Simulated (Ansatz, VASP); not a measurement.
# One calculation of InAs, two programs

```
In As
1.0
     0.00000    3.05443    3.05443
     3.05443    0.00000    3.05443
     3.05443    3.05443    0.00000
In As
1 1
Direct
  0.25000 0.25000 0.25000
  0.00000 0.00000 0.00000
```

Alike in both runs: functional r2SCAN; k mesh 14 × 14 × 14; occupations gaussian, width 0.01 eV; no spin polarisation.

Ansatz relaxed the structure, and its values are those at the end. VASP's run is a single point on that final structure, the one shown.

|  | VASP | Ansatz |
| --- | --- | --- |
| version | VASP 6.6.1 | Ansatz 0.2.0 |
| potentials or method | VASP PAW PBE potentials, release 64 (In_d, As), cutoff 520 eV | scalar-relativistic, plane waves, PAW |
| valence electrons in the cell | 18 | 28 |

|  | VASP | Ansatz | Ansatz less VASP |
| --- | --- | --- | --- |
| gap on the k mesh at the Fermi level (eV) | 0.08 | 0.08 | 0.000 |
| least direct gap on the mesh (eV) | 0.08 | 0.08 | 0.000 |
| pressure (GPa) | 0.0 | 0.0 | -0.02 |

VASP's potentials were made for PBE, not for r2SCAN. With one functional, cell and mesh, what is left measures potentials, basis and numerics. VASP's potentials hold 18 valence electrons a cell and Ansatz's 28, so a difference there can come from the potentials and not from the codes.
